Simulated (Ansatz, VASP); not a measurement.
One calculation of Ga2SeS2, two programs

```
CELL_PARAMETERS angstrom
4.10070 0.00000 0.00000
-2.05035 3.55131 0.00000
0.00000 0.00000 8.91487
ATOMIC_POSITIONS crystal
Ga 0.00000 0.00000 0.60995
Ga 0.00000 0.00000 0.39005
Se 0.00000 0.00000 0.00000
S 0.33333 0.66667 0.50000
S 0.66667 0.33333 0.50000
```

Alike in both runs: task single point; functional PBE; k mesh 6 × 6 × 2; occupations gaussian, width 0.1 eV; no spin polarisation.

```csv
,VASP,Ansatz
version,VASP 6.6.1,Ansatz 0.2.0
potentials or method,"VASP PAW PBE potentials, release 64 (Ga_d, Se, S), cutoff 520 eV","scalar-relativistic, plane waves, PAW"
valence electrons in the cell,44,54
```

|  | VASP | Ansatz | Ansatz less VASP |
| --- | --- | --- | --- |
| gap on the k mesh at the Fermi level (eV) | none | none | - |
| pressure (GPa) | 16.8 | 16.4 | -0.37 |
| traceless stress, the component that is largest in VASP (GPa) | 2.88 | 2.32 | -0.564 |
| rms of the force components (eV/Å) | 4.262 | 4.115 | -0.1467 |

Atom by atom the forces differ by 0.147 eV/Å (rms over components). A gap of «none» marks a metal or a gap that the smearing closes. VASP's potentials hold 44 valence electrons a cell and Ansatz's 54, so a difference there can come from the potentials and not from the codes.
